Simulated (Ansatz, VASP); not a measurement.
## Fe in VASP and in Ansatz

Contents of INCAR:

```
ALGO     = Normal         # electronic algorithm
EDIFF    = 1E-8           # SCF threshold, eV
ENCUT    = 520            # plane-wave cutoff, eV
GGA      = PE             # functional
GGA_COMPAT= F            
ISIF     = 2              # what is computed and relaxed
ISMEAR   = -1             # smearing method
LASPH    = T              # aspherical terms in the spheres
LCHARG   = F              # write CHGCAR
LEFG     = T            
LREAL    = F              # projectors in reciprocal space
LWAVE    = F              # write WAVECAR
NBANDS   = 15             # bands
NELM     = 120            # most SCF steps
PREC     = Accurate       # precision mode
SIGMA    = 0.08           # smearing width, eV
```

KPOINTS

```
k-points
0
Gamma
  17 17 10
```

File POSCAR:

```
Fe
1.0
    2.4341575853      0.0000000000      0.0000000000
   -1.2170787927      2.1080423057      0.0000000000
    0.0000000000      0.0000000000      3.7650957806
Fe
2
Direct
    0.3333333333      0.6666666667      0.2500000000
    0.6666666667      0.3333333333      0.7500000000
```

Input for Ansatz:

```yaml
crystal:
  lattice:
    - [2.4341575853, 0.0, 0.0]
    - [-1.2170787927, 2.1080423057, 0.0]
    - [0.0, 0.0, 3.7650957806]
  atoms:
    - { symbol: Fe, position: [0.3333333333, 0.6666666667, 0.25] }
    - { symbol: Fe, position: [0.6666666667, 0.3333333333, 0.75] }
kpoints:
  mp_grid: { grid: [17, 17, 10] }
scf:
  occupations: { method: fermi_dirac, width: 0.08 }
hamiltonian:
  xc: pbe
  pseudopotentials: { kind: all_electron, datasets: crystal }
output:
  forces: true
  stress: true
  eigenvalues: true
  efg: { contact_densities: true }
```

Change from the starting cell: zz strain of -2 %, crystal datasets.

Alike in both runs: task electric field gradients; functional PBE; k mesh 17 × 17 × 10; occupations fermi-dirac, width 0.08 eV; no spin polarisation.

|  | VASP | Ansatz |
| --- | --- | --- |
| version | VASP 6.6.1 | Ansatz 0.2.0 |
| potentials or method | VASP PAW PBE potentials, release 64 (Fe), cutoff 520 eV | all-electron PAW with datasets made for the crystal, scalar-relativistic |

```tsv
	VASP	Ansatz	Ansatz less VASP
pressure (GPa)	17.5	18.3	+0.78
traceless stress, the component that is largest in VASP (GPa)	7.85	8.18	+0.336
size of Vzz on the site where it differs most (V/Å²)	13.1	7.3	-5.86
```

Ansatz ran all-electron here, and VASP with PAW potentials. Ansatz's warnings: printed levels off.
